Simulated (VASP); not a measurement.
Crystal: LiAlO.

```xyz
6
Lattice="3.8706 0.0000 0.0000 0.0000 3.8706 0.0000 0.0000 0.0000 4.6210" Properties=species:S:1:pos:R:3 pbc="T T T"
Li    0.0000    0.0000    0.0000
Li    1.9353    1.9353    0.0000
Al    1.9353    0.0000    3.3979
Al    0.0000    1.9353    1.2231
O     1.9353    0.0000    1.6609
O     0.0000    1.9353    2.9601
```

| Item | Value |
| --- | --- |
| Program | VASP 6.6.1 |
| Task | relaxation of cell and atoms |
| Functional | PBE |
| Potentials or basis | VASP PAW PBE potentials, release 64 (Li_sv, Al, O) |
| Cutoff | 600 eV |
| k mesh | 4 × 4 × 4 |
| Occupations | gaussian, width 0.1 eV |
| Spin | no spin polarisation |

At the start: pressure 16.7 GPa; volume 11.54 Å³/atom.

Problem. How do energy, volume and symmetry change on relaxing?

Solution. Over 22 steps the energy falls by 686.3 meV/atom and the volume is 11.11 Å³/atom (-3.7 %); space group P4/nmm (No. 129, to 0.05 Å).

Step by step:
```tsv
step	energy change (eV)	largest force (eV/Å)	pressure (GPa)	volume (Å³)
1	0.0000	3.8564	16.72	69.23
2	-2.2929	2.8025	0.19	81.89
3	-2.8066	2.1270	-5.42	90.60
4	-2.8396	1.9852	-6.49	92.89
5	-2.8370	3.5506	4.88	87.60
6	-3.1061	0.9102	-1.66	90.03
7	-3.3506	0.4673	-2.46	85.77
8	-3.3926	0.6361	-2.58	83.60
9	-3.4919	0.5136	-1.48	79.93
10	-3.5976	0.6661	1.43	73.56
11	-3.6040	0.7537	3.22	70.90
12	-3.6605	0.8787	3.01	69.94
13	-3.7809	1.0469	3.01	67.03
14	-3.5468	2.9441	5.97	60.96
15	-3.7958	1.2870	3.22	65.99
16	-3.9026	1.1527	2.79	65.84
17	-4.0611	0.8173	2.01	65.23
18	-4.1024	0.4713	0.92	65.95
19	-4.1163	0.1699	-0.07	66.66
20	-4.1164	0.1790	-0.11	66.69
21	-4.1180	0.0444	0.47	66.69
22	-4.1181	0.0399	0.42	66.69
```

Final structure:
```
CELL_PARAMETERS angstrom
3.24489 0.00000 0.00000
0.00000 3.24489 0.00000
0.00000 0.00000 6.33348
ATOMIC_POSITIONS crystal
Li 0.00000 0.00000 0.00000
Li 0.50000 0.50000 0.00000
Al 0.50000 0.00000 0.66573
Al 0.00000 0.50000 0.33427
O 0.50000 0.00000 0.37931
O 0.00000 0.50000 0.62069
```

Caveat: the cutoff is under 1.25 times the usual one of these potentials, so pressure, stress and relaxed cells hold a basis-set (Pulay) error.
